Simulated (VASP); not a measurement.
# AlP (m.bscan) (F-43m) in VASP: single point with r2SCAN

Aim: the single point of AlP (m.bscan) with r2SCAN.

Program: VASP 6.6.1. These are calculated values, not measurements. Logs are shortened: lines on timing, memory, paths and dates and some standing lists are left out, and cuts for length are marked.

## 1. The cell of the first run

The structure is cubic, space group F-43m (No. 216). The conventional cell has a = 5.507 Å, b = 5.507 Å, c = 5.507 Å, α = 90.00°, β = 90.00°, γ = 90.00°. Within 3.1 Å of Al (site symmetry -43m) lie 4 P at 2.38 Å. Within 3.1 Å of P (site symmetry -43m) lie 4 Al at 2.38 Å.

## 2. Single point, r2SCAN

Contents of POSCAR:

```
AlP
1.0
    0.0000000000      2.7534771380      2.7534771380
    2.7534771380      0.0000000000      2.7534771380
    2.7534771380      2.7534771380      0.0000000000
Al P
1 1
Direct
    0.0000000000      0.0000000000      0.0000000000
    0.2500000000      0.2500000000      0.2500000000
```

Contents of INCAR.step1:

```
SYSTEM = AlP
PREC     = Accurate       ! precision mode
ENCUT    = 550            ! plane-wave cutoff, eV
ISMEAR   = 0              ! smearing method
SIGMA    = 0.02           ! smearing width, eV
LREAL    = .FALSE.        ! projectors in reciprocal space
LASPH    = .TRUE.         ! aspherical terms in the spheres
NELM     = 120            ! most SCF steps
NBANDS   = 11             ! bands
GGA      = PE             ! functional
ALGO     = Normal         ! electronic algorithm
EDIFF    = 1E-5           ! SCF threshold, eV
LWAVE    = .TRUE.         ! write WAVECAR
LCHARG   = .FALSE.        ! write CHGCAR
GGA_COMPAT= .FALSE.
```

Contents of INCAR.step2:

```
SYSTEM = AlP
PREC     = Accurate       ! precision mode
ENCUT    = 550            ! plane-wave cutoff, eV
EDIFF    = 1E-6           ! SCF threshold, eV
ISMEAR   = 0              ! smearing method
SIGMA    = 0.02           ! smearing width, eV
LREAL    = .FALSE.        ! projectors in reciprocal space
LASPH    = .TRUE.         ! aspherical terms in the spheres
NELM     = 120            ! most SCF steps
ALGO     = Normal         ! electronic algorithm
ISIF     = 2              ! what is computed and relaxed
LWAVE    = .FALSE.        ! write WAVECAR
LCHARG   = .FALSE.        ! write CHGCAR
METAGGA  = R2SCAN         ! meta-GGA
LMIXTAU  = .TRUE.       
NBANDS   = 11             ! bands
ISTART   = 1            
GGA_COMPAT= .FALSE.
```

Contents of KPOINTS:

```
regular mesh
0
G
  8 8 8
  0 0 0
```

Potentials or basis: VASP PAW PBE potentials, release 64 (Al, P).

Started as:

```console
cat potpaw_PBE.64/Al/POTCAR potpaw_PBE.64/P/POTCAR > POTCAR
cp INCAR.step1 INCAR
mpirun -np 1 vasp_std > vasp.out
cp INCAR.step2 INCAR
mpirun -np 1 vasp_std > vasp.out
```

OUTCAR:

```text
SYSTEM = AlP
   PREC = Accurate
   ENCUT = 550
   EDIFF = 1E-6
   ISMEAR = 0
   LREAL = .FALSE.
   LASPH = .TRUE.
   NELM = 120
   ISIF = 2
   METAGGA = R2SCAN
   ISTART = 1

 ion  position               nearest neighbor table
   1  0.000  0.000  0.000-   2 2.38   2 2.38   2 2.38   2 2.38
   2  0.250  0.250  0.250-   1 2.38   1 2.38   1 2.38   1 2.38

  LATTYP: Found a face centered cubic cell.
 ALAT       =     5.5069542760

  Lattice vectors:

 A1 = (   0.0000000000,   2.7534771380,   2.7534771380)
 A2 = (   2.7534771380,   0.0000000000,   2.7534771380)
 A3 = (   2.7534771380,   2.7534771380,   0.0000000000)

Analysis of symmetry for initial positions (statically):
=====================================================================
 Subroutine PRICEL returns:
 Original cell was already a primitive cell.

 Routine SETGRP: Setting up the symmetry group for a
 face centered cubic supercell.

 Subroutine GETGRP returns: Found 24 space group operations
 (whereof 24 operations were pure point group operations)
 out of a pool of 48 trial point group operations.

The static configuration has the point symmetry T_d .

Analysis of symmetry for dynamics (positions and initial velocities):
=====================================================================
 Subroutine PRICEL returns:
 Original cell was already a primitive cell.

 Routine SETGRP: Setting up the symmetry group for a
 face centered cubic supercell.

 Subroutine GETGRP returns: Found 24 space group operations
 (whereof 24 operations were pure point group operations)
 out of a pool of 48 trial point group operations.

The dynamic configuration has the point symmetry T_d .

 Subroutine INISYM returns: Found 24 space group operations
 (whereof 24 operations are pure point group operations),
 and found     1 'primitive' translations

----------------------------------------------------------------------------------------

                                     Primitive cell

  volume of cell :      41.7517

  direct lattice vectors                    reciprocal lattice vectors
     0.000000000  2.753477138  2.753477138    -0.181588579  0.181588579  0.181588579
     2.753477138  0.000000000  2.753477138     0.181588579 -0.181588579  0.181588579
     2.753477138  2.753477138  0.000000000     0.181588579  0.181588579 -0.181588579

  length of vectors
     3.894004712  3.894004712  3.894004712     0.314520644  0.314520644  0.314520644

  position of ions in fractional coordinates (direct lattice)
     0.000000000  0.000000000  0.000000000
     0.250000000  0.250000000  0.250000000

  ion indices of the primitive-cell ions
   primitive index   ion index
                 1           1
                 2           2

----------------------------------------------------------------------------------------

 KPOINTS: regular mesh

Automatic generation of k-mesh.
 Grid dimensions read from file:
 generate k-points for:    8    8    8

 Generating k-lattice:

  Cartesian coordinates                     Fractional coordinates (reciprocal lattice)
    -0.022698572  0.022698572  0.022698572     0.125000000  0.000000000  0.000000000
     0.022698572 -0.022698572  0.022698572     0.000000000  0.125000000  0.000000000
     0.022698572  0.022698572 -0.022698572     0.000000000  0.000000000  0.125000000

  Length of vectors
     0.039315081  0.039315081  0.039315081

  Shift w.r.t. Gamma in fractional coordinates (k-lattice)
     0.000000000  0.000000000  0.000000000

 Subroutine IBZKPT returns following result:
 ===========================================

 Found     29 irreducible k-points:

 Following reciprocal coordinates:
            Coordinates               Weight
  0.000000  0.000000  0.000000      1.000000
  0.125000  0.000000  0.000000      8.000000
  0.250000  0.000000  0.000000      8.000000
  0.375000  0.000000  0.000000      8.000000
  0.500000  0.000000  0.000000      4.000000
  0.125000  0.125000  0.000000      6.000000
[... 16 lines left out ...]
  0.500000  0.250000  0.125000     48.000000
 -0.375000  0.250000  0.125000     24.000000
 [... further k-points ...]
   k-points           NKPTS =     29   k-points in BZ     NKDIM =     29   number of bands    NBANDS=     11
   number of dos      NEDOS =    301   number of ions     NIONS =      2
   total plane-waves  NPLWV =  27000
   dimension x,y,z NGX =    30 NGY =   30 NGZ =   30
   dimension x,y,z NGXF=    60 NGYF=   60 NGZF=   60
   ions per type =               1   1
   NGX,Y,Z   is equivalent  to a cutoff of  12.81, 12.81, 12.81 a.u.
   NGXF,Y,Z  is equivalent  to a cutoff of  25.62, 25.62, 25.62 a.u.
 SYSTEM =  AlP
   PREC   = accura    normal or accurate (medium, high low for compatibility)
   ISTART =      1    job   : 0-new  1-cont  2-samecut
   ICHARG =      0    charge: 1-file 2-atom 10-const
   ISPIN  =      1    spin polarized calculation?
   LNONCOLLINEAR =      F non collinear calculations
   LSORBIT =      F    spin-orbit coupling
   LASPH  =      T    aspherical Exc in radial PAW
   ENCUT  =  550.0 eV  40.42 Ry    6.36 a.u.   7.45  7.45  7.45*2*pi/ulx,y,z
   NELM   =    120;   NELMIN=  2; NELMDL=  0     # of ELM steps
   EDIFF  = 0.1E-05   stopping-criterion for ELM
   LREAL  =      F    real-space projection
   EDIFFG = 0.1E-04   stopping-criterion for IOM
   NSW    =      0    number of steps for IOM
   IBRION =     -1    ionic relax: 0-MD 1-quasi-New 2-CG
   NFREE  =      0    steps in history (QN), initial steepest desc. (CG)
   ISIF   =      2    stress and relaxation
   ISYM   =      2    0-nonsym 1-usesym 2-fastsym
   POTIM  = 0.5000    time-step for ionic-motion
   TEBEG  =    0.0;   TEEND  =   0.0 temperature during run
   PSTRESS=    0.0 pullay stress
   NELECT =       8.0000    total number of electrons
   NUPDOWN=      -1.0000    fix difference up-down
   EMIN   =  10.00;   EMAX   =-10.00  energy-range for DOS
   EFERMI =   0.00;   METHOD = LEGACY
   ISMEAR =     0;   SIGMA  =   0.02  broadening in eV -4-tet -1-fermi 0-gaus
   EFERMI_NEDOS =   21; number of points for ismear=-14 and -15
   IALGO  =     38    algorithm
   IMIX   =      4    mixing-type and parameters
     AMIX     =   0.40;   BMIX     =  1.00
     AMIX_MAG =   1.60;   BMIX_MAG =  1.00
  volume/ion in A,a.u.               =      20.88       140.88
  Fermi-wavevector in a.u.,A,eV,Ry     =   0.943800  1.783524 12.119507  0.890759
  Thomas-Fermi vector in A             =   2.071543
   LORBIT       =      0    0 simple, 1 ext, 2 COOP (PROOUT), +10 PAW based schemes
   METAGGA = R2SCAN    functional components
   LHFCALC =     F    Hartree Fock is set to
   AEXX    =    0.0000 exact exchange contribution
   IVDW    =     0    specifies the selected vdW correction
   LEPSILON=     F    determine dielectric tensor
   LRPA    =     F    only Hartree local field effects (RPA)
 non-spin polarized calculation
 Gauss-broadening in eV      SIGMA  =   0.02
  energy-cutoff  :      550.00
  volume of cell :       41.75
 maximum number of plane-waves:      1243
 NGX is ok and might be reduce to    30
   NGX = 15   NGY = 15   NGZ = 15

 number of electron       8.0000000 magnetization

 Free energy of the ion-electron system (eV)
  ---------------------------------------------------
  ext. energy  EPLUGINS =         0.00000000
  ---------------------------------------------------
  free energy    TOTEN  =       -17.20554618 eV

  energy without entropy =      -17.20554618  energy(sigma->0) =      -17.20554618

 E-fermi :   4.2859     XC(G=0):  -9.5295

 val. band max:        4.1747097966   @ k =   0.0000   0.0000   0.0000
 cond. band min:       6.1308891166   @ k =   0.5000   0.5000   0.0000
 fundamental gap:      1.9561793200
 Fermi energy:         4.2858838374

 k-point     1 :       0.0000    0.0000    0.0000
  band No.  band energies     occupation
      1      -7.6654      2.00000
      2       4.1747      2.00000
      3       4.1747      2.00000
      4       4.1747      2.00000
      5       7.9420      0.00000
      6       9.1119      0.00000
      7       9.1119      0.00000
      8       9.1119      0.00000
      9      13.4557      0.00000
     10      13.4557      0.00000
     11      15.1759      0.00000

 k-point     2 :       0.1250    0.0000    0.0000
  band No.  band energies     occupation
      1      -7.4907      2.00000
      2       2.9705      2.00000
      3       4.0261      2.00000
      4       4.0261      2.00000
      5       8.3159      0.00000
      6       9.4020      0.00000
      7       9.4020      0.00000
      8       9.6809      0.00000
      9      12.9831      0.00000
     10      12.9831      0.00000
     11      15.8100      0.00000

 k-point     3 :       0.2500    0.0000    0.0000
  band No.  band energies     occupation
      1      -7.0006      2.00000
      2       0.9973      2.00000
      3       3.7278      2.00000
      4       3.7278      2.00000
      5       7.9171      0.00000
      6       9.7198      0.00000
      7       9.7198      0.00000
      8      11.6007      0.00000
      9      12.9816      0.00000
     10      12.9816      0.00000
     11      15.2239      0.00000

 k-point     4 :       0.3750    0.0000    0.0000
  band No.  band energies     occupation
      1      -6.3482      2.00000
      2      -0.6673      2.00000
      3       3.4864      2.00000
      4       3.4864      2.00000
      5       7.5359      0.00000
      6       9.5328      0.00000
      7       9.5328      0.00000
      8      12.9151      0.00000
      9      14.4231      0.00000
     10      14.4231      0.00000
     11      15.4756      0.00000
[... 239 lines left out ...]
 k-point    22 :       0.3750    0.2500    0.1250
  band No.  band energies     occupation
      1      -6.5866      2.00000
      2       0.6619      2.00000
      3       2.2865      2.00000
      4       3.2596      2.00000
      5       8.4144      0.00000
      6       9.4379      0.00000
      7      10.0471      0.00000
      8      11.4378      0.00000
      9      13.0327      0.00000
     10      15.5490      0.00000
     11      17.7984      0.00000

 k-point    23 :       0.5000    0.2500    0.1250
  band No.  band energies     occupation
      1      -5.9912      2.00000
      2      -0.4619      2.00000
      3       1.7200      2.00000
      4       2.8766      2.00000
      5       8.5184      0.00000
      6       9.3934      0.00000
      7      10.6609      0.00000
      8      11.7493      0.00000
      9      14.2081      0.00000
     10      16.1738      0.00000
     11      17.6497      0.00000

 k-point    24 :      -0.3750    0.2500    0.1250
  band No.  band energies     occupation
      1      -5.6701      2.00000
      2      -1.0212      2.00000
      3       1.5846      2.00000
      4       2.6882      2.00000
      5       8.5125      0.00000
      6       9.1275      0.00000
      7      11.5218      0.00000
      8      12.3626      0.00000
      9      13.7389      0.00000
     10      16.2850      0.00000
     11      17.5539      0.00000

 [... further k-points ...]

------------------------ aborting loop because EDIFF is reached ----------------------------------------

  FORCE on cell =-STRESS in cart. coord.  units (eV):
  Direction    XX          YY          ZZ          XY          YZ          ZX
  --------------------------------------------------------------------------------------
  -------------------------------------------------------------------------------------
  Total       -0.4298934     -0.4298934     -0.4298934     -0.0000000      0.0000000     -0.0000000
  in kB      -16.4966941    -16.4966941    -16.4966941     -0.0000000      0.0000000     -0.0000000
  external PRESSURE =     -16.4966941 kB  Pullay stress =       0.0000000 kB

 VOLUME and BASIS-vectors are now :
 -----------------------------------------------------------------------------
  energy-cutoff  :      550.00
  volume of cell :       41.75
      direct lattice vectors                 reciprocal lattice vectors
     0.000000000  2.753477138  2.753477138    -0.181588579  0.181588579  0.181588579
     2.753477138  0.000000000  2.753477138     0.181588579 -0.181588579  0.181588579
     2.753477138  2.753477138  0.000000000     0.181588579  0.181588579 -0.181588579

 POSITION                                       TOTAL-FORCE (eV/Angst)
 -----------------------------------------------------------------------------------
      0.00000      0.00000      0.00000         0.000000      0.000000      0.000000
      1.37674      1.37674      1.37674        -0.000000     -0.000000     -0.000000
 -----------------------------------------------------------------------------------
    total drift:                                0.000000      0.000000      0.000000

  FREE ENERGIE OF THE ION-ELECTRON SYSTEM (eV)
  ---------------------------------------------------
  free  energy   TOTEN  =       -17.2055461765 eV

  energy  without entropy=      -17.2055461765  energy(sigma->0) =      -17.20554618
```

Run time: 32 s. Hardware: 1 thread of Intel Xeon 6975P-C (Granite Rapids), shared host; peak memory 0.16 GiB.

Results:

```yaml
Free_energy: -17.2055 eV
Pressure: -1.6 GPa
Band_gap_on_the_k_mesh: 1.96 eV, indirect (least direct gap 3.77 eV)
```

Caveat: the PAW data sets were made with another functional, which shifts forces and pressure a little.
